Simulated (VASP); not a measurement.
# Hf (Im-3m) in VASP: notebook, part 2 of 2

VASP 6.6.1.

## Step 3: Single point, r2SCAN

This run uses another cell than the first one, of 22.14 Å³/atom, 1.064 times its volume.

File POSCAR:

```
Hf
1.0
   -1.7689966745      1.7689966745      1.7689966745
    1.7689966745     -1.7689966745      1.7689966745
    1.7689966745      1.7689966745     -1.7689966745
Hf
1
Direct
    0.0000000000      0.0000000000      0.0000000000
```

File INCAR.step1:

```
SYSTEM = Hf
ALGO     = Normal         ! electronic algorithm
EDIFF    = 1E-4           ! SCF threshold, eV
ENCUT    = 520            ! plane-wave cutoff, eV
GGA      = PE             ! functional
ISMEAR   = 0              ! smearing method
LASPH    = .True.         ! aspherical terms in the spheres
LCHARG   = .False.        ! write CHGCAR
LREAL    = .False.        ! projectors in reciprocal space
LWAVE    = .True.         ! write WAVECAR
NBANDS   = 11             ! bands
NELM     = 60             ! most SCF steps
PREC     = Accurate       ! precision mode
SIGMA    = 0.1            ! smearing width, eV
```

File INCAR.step2:

```
SYSTEM = Hf
ALGO     = Normal         ! electronic algorithm
EDIFF    = 1E-6           ! SCF threshold, eV
ENCUT    = 520            ! plane-wave cutoff, eV
ISIF     = 2              ! what is computed and relaxed
ISMEAR   = 0              ! smearing method
ISTART   = 1            
LASPH    = .True.         ! aspherical terms in the spheres
LCHARG   = .False.        ! write CHGCAR
LMIXTAU  = .True.       
LREAL    = .False.        ! projectors in reciprocal space
LWAVE    = .False.        ! write WAVECAR
METAGGA  = R2SCAN         ! meta-GGA
NBANDS   = 11             ! bands
NELM     = 60             ! most SCF steps
PREC     = Accurate       ! precision mode
SIGMA    = 0.1            ! smearing width, eV
```

File KPOINTS:

```
k-points
0
Gamma
  16 16 16
  0 0 0
```

Potentials or basis: VASP PAW PBE potentials, release 64 (Hf_pv).

On the command line:

```bash
$ cat potpaw_PBE.64/Hf_pv/POTCAR > POTCAR
$ cp INCAR.step1 INCAR
$ mpirun -np 1 vasp_std > vasp.out
$ cp INCAR.step2 INCAR
$ mpirun -np 1 vasp_std > vasp.out
```

OUTCAR:

```text
SYSTEM = Hf
   EDIFF = 1E-6
   ENCUT = 520
   ISIF = 2
   ISMEAR = 0
   ISTART = 1
   LASPH = .True.
   LREAL = .False.
   METAGGA = R2SCAN
   NELM = 60
   PREC = Accurate

 ion  position               nearest neighbor table
   1  0.000  0.000  0.000-

  LATTYP: Found a body centered cubic cell.
 ALAT       =     3.5379933490

  Lattice vectors:

 A1 = (  -1.7689966745,   1.7689966745,   1.7689966745)
 A2 = (   1.7689966745,  -1.7689966745,   1.7689966745)
 A3 = (   1.7689966745,   1.7689966745,  -1.7689966745)

Analysis of symmetry for initial positions (statically):
=====================================================================
 Subroutine PRICEL returns:
 Original cell was already a primitive cell.

 Routine SETGRP: Setting up the symmetry group for a
 body centered cubic supercell.

 Subroutine GETGRP returns: Found 48 space group operations
 (whereof 48 operations were pure point group operations)
 out of a pool of 48 trial point group operations.

The static configuration has the point symmetry O_h .

Analysis of symmetry for dynamics (positions and initial velocities):
=====================================================================
 Subroutine PRICEL returns:
 Original cell was already a primitive cell.

 Routine SETGRP: Setting up the symmetry group for a
 body centered cubic supercell.

 Subroutine GETGRP returns: Found 48 space group operations
 (whereof 48 operations were pure point group operations)
 out of a pool of 48 trial point group operations.

The dynamic configuration has the point symmetry O_h .

 Subroutine INISYM returns: Found 48 space group operations
 (whereof 48 operations are pure point group operations),
 and found     1 'primitive' translations

----------------------------------------------------------------------------------------

                                     Primitive cell

  volume of cell :      22.1432

  direct lattice vectors                    reciprocal lattice vectors
    -1.768996675  1.768996675  1.768996675     0.000000000  0.282646094  0.282646094
     1.768996675 -1.768996675  1.768996675     0.282646094  0.000000000  0.282646094
     1.768996675  1.768996675 -1.768996675     0.282646094  0.282646094  0.000000000

  length of vectors
     3.063992119  3.063992119  3.063992119     0.399721939  0.399721939  0.399721939

  position of ions in fractional coordinates (direct lattice)
     0.000000000  0.000000000  0.000000000

  ion indices of the primitive-cell ions
   primitive index   ion index
                 1           1

----------------------------------------------------------------------------------------

 KPOINTS: k-points

Automatic generation of k-mesh.
 Grid dimensions read from file:
 generate k-points for:   16   16   16

 Generating k-lattice:

  Cartesian coordinates                     Fractional coordinates (reciprocal lattice)
     0.000000000  0.017665381  0.017665381     0.062500000  0.000000000  0.000000000
     0.017665381  0.000000000  0.017665381     0.000000000  0.062500000  0.000000000
     0.017665381  0.017665381  0.000000000     0.000000000  0.000000000  0.062500000

  Length of vectors
     0.024982621  0.024982621  0.024982621

  Shift w.r.t. Gamma in fractional coordinates (k-lattice)
     0.000000000  0.000000000  0.000000000

 Subroutine IBZKPT returns following result:
 ===========================================

 Found    145 irreducible k-points:

 Following reciprocal coordinates:
            Coordinates               Weight
  0.000000  0.000000  0.000000      1.000000
  0.062500  0.000000  0.000000     12.000000
  0.125000  0.000000  0.000000     12.000000
  0.187500  0.000000  0.000000     12.000000
  0.250000  0.000000  0.000000     12.000000
  0.312500  0.000000  0.000000     12.000000
[... 16 lines left out ...]
  0.187500  0.187500  0.000000     24.000000
  0.250000  0.187500  0.000000     48.000000
 [... further k-points ...]
   k-points           NKPTS =    145   k-points in BZ     NKDIM =    145   number of bands    NBANDS=     11
   number of dos      NEDOS =    301   number of ions     NIONS =      1
   total plane-waves  NPLWV =  13824
   dimension x,y,z NGX =    24 NGY =   24 NGZ =   24
   dimension x,y,z NGXF=    48 NGYF=   48 NGZF=   48
   ions per type =               1
   NGX,Y,Z   is equivalent  to a cutoff of  13.02, 13.02, 13.02 a.u.
   NGXF,Y,Z  is equivalent  to a cutoff of  26.04, 26.04, 26.04 a.u.
 SYSTEM =  Hf
   PREC   = accura    normal or accurate (medium, high low for compatibility)
   ISTART =      1    job   : 0-new  1-cont  2-samecut
   ICHARG =      0    charge: 1-file 2-atom 10-const
   ISPIN  =      1    spin polarized calculation?
   LNONCOLLINEAR =      F non collinear calculations
   LSORBIT =      F    spin-orbit coupling
   LASPH  =      T    aspherical Exc in radial PAW
   ENCUT  =  520.0 eV  38.22 Ry    6.18 a.u.   5.70  5.70  5.70*2*pi/ulx,y,z
   NELM   =     60;   NELMIN=  2; NELMDL=  0     # of ELM steps
   EDIFF  = 0.1E-05   stopping-criterion for ELM
   LREAL  =      F    real-space projection
   EDIFFG = 0.1E-04   stopping-criterion for IOM
   NSW    =      0    number of steps for IOM
   IBRION =     -1    ionic relax: 0-MD 1-quasi-New 2-CG
   NFREE  =      0    steps in history (QN), initial steepest desc. (CG)
   ISIF   =      2    stress and relaxation
   ISYM   =      2    0-nonsym 1-usesym 2-fastsym
   POTIM  = 0.5000    time-step for ionic-motion
   TEBEG  =    0.0;   TEEND  =   0.0 temperature during run
   PSTRESS=    0.0 pullay stress
   NELECT =      10.0000    total number of electrons
   NUPDOWN=      -1.0000    fix difference up-down
   EMIN   =  10.00;   EMAX   =-10.00  energy-range for DOS
   EFERMI =   0.00;   METHOD = LEGACY
   ISMEAR =     0;   SIGMA  =   0.10  broadening in eV -4-tet -1-fermi 0-gaus
   EFERMI_NEDOS =   21; number of points for ismear=-14 and -15
   IALGO  =     38    algorithm
   IMIX   =      4    mixing-type and parameters
     AMIX     =   0.40;   BMIX     =  1.00
     AMIX_MAG =   1.60;   BMIX_MAG =  1.00
  volume/ion in A,a.u.               =      22.14       149.43
  Fermi-wavevector in a.u.,A,eV,Ry     =   1.256014  2.373522 21.464159  1.577571
  Thomas-Fermi vector in A             =   2.389743
   LORBIT       =      0    0 simple, 1 ext, 2 COOP (PROOUT), +10 PAW based schemes
   METAGGA = R2SCAN    functional components
   LHFCALC =     F    Hartree Fock is set to
   AEXX    =    0.0000 exact exchange contribution
   IVDW    =     0    specifies the selected vdW correction
   LEPSILON=     F    determine dielectric tensor
   LRPA    =     F    only Hartree local field effects (RPA)
 non-spin polarized calculation
 Gauss-broadening in eV      SIGMA  =   0.10
  energy-cutoff  :      520.00
  volume of cell :       22.14
 maximum number of plane-waves:       611
   NGX = 11   NGY = 11   NGZ = 11

 number of electron      10.0000000 magnetization

 Free energy of the ion-electron system (eV)
  ---------------------------------------------------
  ext. energy  EPLUGINS =         0.00000000
  ---------------------------------------------------
  free energy    TOTEN  =       -44.94467275 eV

  energy without entropy =      -44.93563039  energy(sigma->0) =      -44.94015157

 E-fermi :   4.5190     XC(G=0): -12.2198

 val. band max:        4.5180048902   @ k =   0.2500   0.0625   0.0625
 cond. band min:       4.5207527903   @ k =  -0.3750   0.3750   0.0625
 fundamental gap:      0.0027479001
 Fermi energy:         4.5189571847

 k-point     1 :       0.0000    0.0000    0.0000
  band No.  band energies     occupation
      1     -26.4074      2.00000
      2     -26.4074      2.00000
      3     -26.4074      2.00000
      4      -2.8958      2.00000
      5       6.3062      0.00000
      6       6.3062      0.00000
      7       6.3062      0.00000
      8       9.1586      0.00000
      9       9.1586      0.00000
     10      16.7046      0.00000
     11      18.5232      0.00000
[... 309 lines left out ...]
 k-point    24 :       0.2500    0.1875    0.0000
  band No.  band energies     occupation
      1     -27.0900      2.00000
      2     -26.6868      2.00000
      3     -26.4813      2.00000
      4       1.1898      2.00000
      5       4.0567      2.00000
      6       4.6222      0.14414
      7       8.5594      0.00000
      8       9.9478      0.00000
      9      11.3662      0.00000
     10      16.2659      0.00000
     11      16.7072      0.00000

 [... further k-points ...]

------------------------ aborting loop because EDIFF is reached ----------------------------------------

  FORCE on cell =-STRESS in cart. coord.  units (eV):
  Direction    XX          YY          ZZ          XY          YZ          ZX
  --------------------------------------------------------------------------------------
  -------------------------------------------------------------------------------------
  Total       -0.0523159     -0.0523159     -0.0523159      0.0000000      0.0000000     -0.0000000
  in kB       -3.7853237     -3.7853237     -3.7853237      0.0000000      0.0000000     -0.0000000
  external PRESSURE =      -3.7853237 kB  Pullay stress =       0.0000000 kB

 VOLUME and BASIS-vectors are now :
 -----------------------------------------------------------------------------
  energy-cutoff  :      520.00
  volume of cell :       22.14
      direct lattice vectors                 reciprocal lattice vectors
    -1.768996675  1.768996675  1.768996675     0.000000000  0.282646094  0.282646094
     1.768996675 -1.768996675  1.768996675     0.282646094  0.000000000  0.282646094
     1.768996675  1.768996675 -1.768996675     0.282646094  0.282646094  0.000000000

 POSITION                                       TOTAL-FORCE (eV/Angst)
 -----------------------------------------------------------------------------------
      0.00000      0.00000      0.00000        -0.000000      0.000000      0.000000
 -----------------------------------------------------------------------------------
    total drift:                                0.000000      0.000000      0.000000

  FREE ENERGIE OF THE ION-ELECTRON SYSTEM (eV)
  ---------------------------------------------------
  free  energy   TOTEN  =       -44.9446727542 eV

  energy  without entropy=      -44.9356303871  energy(sigma->0) =      -44.94015157
```

It took 66 s on 1 thread of AMD EPYC 9R45 (Zen 5), shared host; peak memory 0.14 GiB.

Results:

```
Free energy            : -44.9447 eV
Pressure               : -0.4 GPa
Band gap on the k mesh : zero (band 5 reaches 6.31 eV, above the bottom of band 6 at 3.78 eV)
```

Caveat: the PAW data sets were made with another functional, which shifts forces and pressure a little; spin-orbit coupling is left out, which moves the levels of the heavy elements.

## Step 4: Single point, r2SCAN (volume scaled by 1.03)

File POSCAR:

```
Hf
1.0
   -1.7865126322      1.7865126322      1.7865126322
    1.7865126322     -1.7865126322      1.7865126322
    1.7865126322      1.7865126322     -1.7865126322
Hf
1
Direct
    0.0000000000      0.0000000000      0.0000000000
```

File INCAR.step1:

```
PREC = Accurate
ENCUT = 520
ISMEAR = 0
SIGMA = 0.1
LREAL = F
LASPH = T
NELM = 80
NBANDS = 11
GGA = PE
ALGO = Normal
EDIFF = 1E-4
LWAVE = T
LCHARG = F
```

File INCAR.step2:

```
PREC = Accurate
ENCUT = 520
EDIFF = 1E-6
ISMEAR = 0
SIGMA = 0.1
LREAL = F
LASPH = T
NELM = 80
ALGO = Normal
ISIF = 2
LWAVE = F
LCHARG = T
METAGGA = R2SCAN
LMIXTAU = T
LELF = T
LVHAR = T
NBANDS = 11
ISTART = 1
```

File KPOINTS:

```
regular mesh
0
Gamma
  16 16 16
```

Potentials or basis: VASP PAW PBE potentials, release 64 (Hf_pv).

On the command line:

```bash
$ cat potpaw_PBE.64/Hf_pv/POTCAR > POTCAR
$ cp INCAR.step1 INCAR
$ mpirun -np 1 vasp_std > vasp.out
$ cp INCAR.step2 INCAR
$ mpirun -np 1 vasp_std > vasp.out
```

OUTCAR:

```text
PREC = Accurate
   ENCUT = 520
   EDIFF = 1E-6
   ISMEAR = 0
   LREAL = F
   LASPH = T
   NELM = 80
   ISIF = 2
   METAGGA = R2SCAN
   ISTART = 1

 ion  position               nearest neighbor table
   1  0.000  0.000  0.000-

  LATTYP: Found a body centered cubic cell.
 ALAT       =     3.5730252644

  Lattice vectors:

 A1 = (  -1.7865126322,   1.7865126322,   1.7865126322)
 A2 = (   1.7865126322,  -1.7865126322,   1.7865126322)
[... 504 lines left out ...]
  band No.  band energies     occupation
      1     -27.3492      2.00000
      2     -26.9849      2.00000
      3     -26.7986      2.00000
      4       1.0100      2.00000
      5       3.8922      2.00000
      6       4.4347      0.11339
      7       8.2652      0.00000
      8       9.5876      0.00000
      9      10.9512      0.00000
     10      15.7090      0.00000
     11      16.3886      0.00000

 [... further k-points ...]
[... 5 lines left out ...]
  --------------------------------------------------------------------------------------
  -------------------------------------------------------------------------------------
  Total       -0.4553577     -0.4553577     -0.4553577      0.0000000      0.0000000     -0.0000000
  in kB      -31.9878464    -31.9878464    -31.9878464      0.0000000      0.0000000     -0.0000000
  external PRESSURE =     -31.9878464 kB  Pullay stress =       0.0000000 kB

 VOLUME and BASIS-vectors are now :
 -----------------------------------------------------------------------------
  energy-cutoff  :      520.00
  volume of cell :       22.81
      direct lattice vectors                 reciprocal lattice vectors
    -1.786512632  1.786512632  1.786512632     0.000000000  0.279874875  0.279874875
     1.786512632 -1.786512632  1.786512632     0.279874875  0.000000000  0.279874875
     1.786512632  1.786512632 -1.786512632     0.279874875  0.279874875  0.000000000

 POSITION                                       TOTAL-FORCE (eV/Angst)
 -----------------------------------------------------------------------------------
      0.00000      0.00000      0.00000         0.000000     -0.000000      0.000000
 -----------------------------------------------------------------------------------
    total drift:                               -0.000000      0.000000      0.000000

  FREE ENERGIE OF THE ION-ELECTRON SYSTEM (eV)
  ---------------------------------------------------
  free  energy   TOTEN  =       -44.9371919784 eV

  energy  without entropy=      -44.9274326635  energy(sigma->0) =      -44.93231232
```

Run time: 70 s. Hardware: 1 thread of AMD EPYC 9R45 (Zen 5), shared host; peak memory 0.14 GiB.

What came out:

* Free energy: -44.9372 eV
* Pressure: -3.2 GPa
* Band gap on the k mesh: zero (band 5 reaches 6.08 eV, above the bottom of band 6 at 3.62 eV)

Levels at points of the mesh, in eV from the Fermi level:
| k point | band 1 | band 2 | band 3 | band 4 | band 5 | band 6 | band 7 | band 8 | band 9 | band 10 |
| --- | --- | --- | --- | --- | --- | --- | --- | --- | --- | --- |
| (0.00, 0.00, 0.00) | -31.05 | -31.05 | -31.05 | -7.32 | 1.76 | 1.76 | 1.76 | 4.52 | 4.52 | 12.06 |
| (0.50, 0.00, 0.00) | -31.84 | -31.31 | -31.06 | -3.41 | -0.35 | 0.79 | 4.39 | 5.36 | 7.77 | 10.52 |
| (0.50, 0.50, 0.50) | -31.60 | -31.60 | -31.60 | -2.61 | -2.61 | 6.95 | 6.95 | 6.95 | 7.34 | 7.34 |

Caveat: the cell differs from its parent crystal (volume scaled by 1.03); the PAW data sets were made with another functional, which shifts forces and pressure a little; spin-orbit coupling is left out, which moves the levels of the heavy elements.

## Step 5: Single point, r2SCAN (volume scaled by 1.06)

File POSCAR:

```
Hf
1.0
   -1.8036916921      1.8036916921      1.8036916921
    1.8036916921     -1.8036916921      1.8036916921
    1.8036916921      1.8036916921     -1.8036916921
Hf
1
Direct
    0.0000000000      0.0000000000      0.0000000000
```

File INCAR.step1:

```
SYSTEM = Hf
PREC     = Accurate       ! precision mode
ENCUT    = 520            ! plane-wave cutoff, eV
ISMEAR   = 0              ! smearing method
SIGMA    = 0.1            ! smearing width, eV
LREAL    = .False.        ! projectors in reciprocal space
LASPH    = .True.         ! aspherical terms in the spheres
NELM     = 60             ! most SCF steps
NBANDS   = 11             ! bands
GGA      = PE             ! functional
ALGO     = Normal         ! electronic algorithm
EDIFF    = 1E-4           ! SCF threshold, eV
LWAVE    = .True.         ! write WAVECAR
LCHARG   = .False.        ! write CHGCAR
```

File INCAR.step2:

```
SYSTEM = Hf
PREC     = Accurate       ! precision mode
ENCUT    = 520            ! plane-wave cutoff, eV
EDIFF    = 1E-6           ! SCF threshold, eV
ISMEAR   = 0              ! smearing method
SIGMA    = 0.1            ! smearing width, eV
LREAL    = .False.        ! projectors in reciprocal space
LASPH    = .True.         ! aspherical terms in the spheres
NELM     = 60             ! most SCF steps
ALGO     = Normal         ! electronic algorithm
ISIF     = 2              ! what is computed and relaxed
LWAVE    = .False.        ! write WAVECAR
LCHARG   = .False.        ! write CHGCAR
METAGGA  = R2SCAN         ! meta-GGA
LMIXTAU  = .True.       
NBANDS   = 11             ! bands
ISTART   = 1
```

File KPOINTS:

```
regular mesh
0
Gamma
  16 16 16
  0 0 0
```

On the command line:

```bash
$ cat potpaw_PBE.64/Hf_pv/POTCAR > POTCAR
$ cp INCAR.step1 INCAR
$ mpirun -np 1 vasp_std > vasp.out
$ cp INCAR.step2 INCAR
$ mpirun -np 1 vasp_std > vasp.out
```

Wall time 77 s (1 thread of AMD EPYC 9R45 (Zen 5), shared host); peak memory 0.14 GiB.

Results (log left out):

```
Free energy            : -44.9186 eV
Pressure               : -5.7 GPa
Band gap on the k mesh : zero (band 5 reaches 5.86 eV, above the bottom of band 6 at 3.44 eV)
```

Levels at points of the mesh, in eV from the Fermi level:
| k point | band 2 | band 3 | band 4 | band 5 | band 6 | band 7 | band 8 | band 9 |
| --- | --- | --- | --- | --- | --- | --- | --- | --- |
| (0.00, 0.00, 0.00) | -31.18 | -31.18 | -7.23 | 1.73 | 1.73 | 1.73 | 4.41 | 4.41 |
| (0.50, 0.00, 0.00) | -31.41 | -31.18 | -3.32 | -0.31 | 0.69 | 4.26 | 5.20 | 7.51 |
| (0.50, 0.50, 0.50) | -31.68 | -31.68 | -2.49 | -2.49 | 6.74 | 6.74 | 6.74 | 7.11 |

Caveat: the cell differs from its parent crystal (volume scaled by 1.06); the PAW data sets were made with another functional, which shifts forces and pressure a little; spin-orbit coupling is left out, which moves the levels of the heavy elements.

## Step 6: The runs side by side

```csv
cell,gap on the mesh (eV),pressure (GPa)
"a = 3.001 Å, angles 109.5°, 1 atom",none,6.5
"a = 3.064 Å, angles 109.5°, 1 atom",none,-0.4
"a = 3.094 Å, angles 109.5°, 1 atom",none,-3.2
"a = 3.124 Å, angles 109.5°, 1 atom",none,-5.7
```

Alike in all rows: task single point; level r2SCAN; potentials or basis VASP PAW PBE potentials, release 64 (Hf_pv); no spin polarisation; k mesh 16 × 16 × 16; cutoff (eV) 520; smearing gaussian 0.1 eV.

Caveats: the PAW data sets were made with another functional, which shifts forces and pressure a little; spin-orbit coupling is left out, which moves the levels of the heavy elements.

Total energies depend on the potentials used, so only differences within one code and one set of settings carry meaning.
